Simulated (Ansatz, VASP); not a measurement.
## Nb: VASP beside Ansatz

INCAR

```
SYSTEM = Nb
PREC = Accurate ; ENCUT = 520
EDIFF = 1E-6 ; ISMEAR = -1
SIGMA = 0.05 ; LREAL = .False.
LASPH = .True. ; NELM = 80
ALGO = Normal ; ISIF = 2
LWAVE = .False. ; LCHARG = .False.
NBANDS = 20
```

The input KPOINTS:

```
regular mesh
0
Gamma
  15 15 8
  0 0 0
```

POSCAR

```
Nb
1.0
    2.8108293873      0.0000000000      0.0000000000
   -1.4054146937      2.4342496551      0.0000000000
    0.0000000000      0.0000000000      5.1555270269
Nb
2
Direct
    0.3333333333      0.6666666667      0.2500000000
    0.6666666667      0.3333333333      0.7500000000
```

Input for Ansatz:

```yaml
crystal:
  lattice:
    - [2.8108293873, 0.0, 0.0]
    - [-1.4054146937, 2.4342496551, 0.0]
    - [0.0, 0.0, 5.1555270269]
  atoms:
    - { symbol: Nb, position: [0.3333333333, 0.6666666667, 0.25] }
    - { symbol: Nb, position: [0.6666666667, 0.3333333333, 0.75] }
kpoints:
  mp_grid: { grid: [15, 15, 8] }
  band_path:
    path:
      - [0.0, 0.0, 0.0]
      - [0.5, 0.0, 0.0]
      - [0.3333333333, 0.3333333333, 0.0]
      - [0.0, 0.0, 0.0]
      - [0.0, 0.0, 0.5]
      - [0.5, 0.0, 0.5]
      - [0.3333333333, 0.3333333333, 0.5]
      - [0.0, 0.0, 0.5]
      - [0.5, 0.0, 0.5]
    npoints: 14
scf:
  occupations: { method: fermi_dirac, width: 0.05 }
hamiltonian:
  xc: lda
  pseudopotentials: { kind: all_electron, lapw: { basis_error: 0.001 } }
output:
  forces: true
  stress: true
  eigenvalues: true
  populations: true
  dos: { projected: true, de: 0.2, e_range: [-14, 8] }
```

Alike in both runs: task single point; functional LDA; k mesh 15 × 15 × 8; occupations fermi-dirac, width 0.05 eV; no spin polarisation.

```csv
,VASP,Ansatz
version,VASP 6.6.1,Ansatz 0.2.0
potentials or method,"VASP PAW LDA potentials, release 64 (Nb_sv), cutoff 520 eV","all-electron LAPW, scalar-relativistic"
```

```csv
,VASP,Ansatz,Ansatz less VASP
pressure (GPa),-0.1,0.0,+0.10
```

LDA's correlation is that of Perdew and Zunger in VASP and of Perdew and Wang (1992) in Ansatz. Ansatz ran all-electron here, and VASP with PAW potentials.
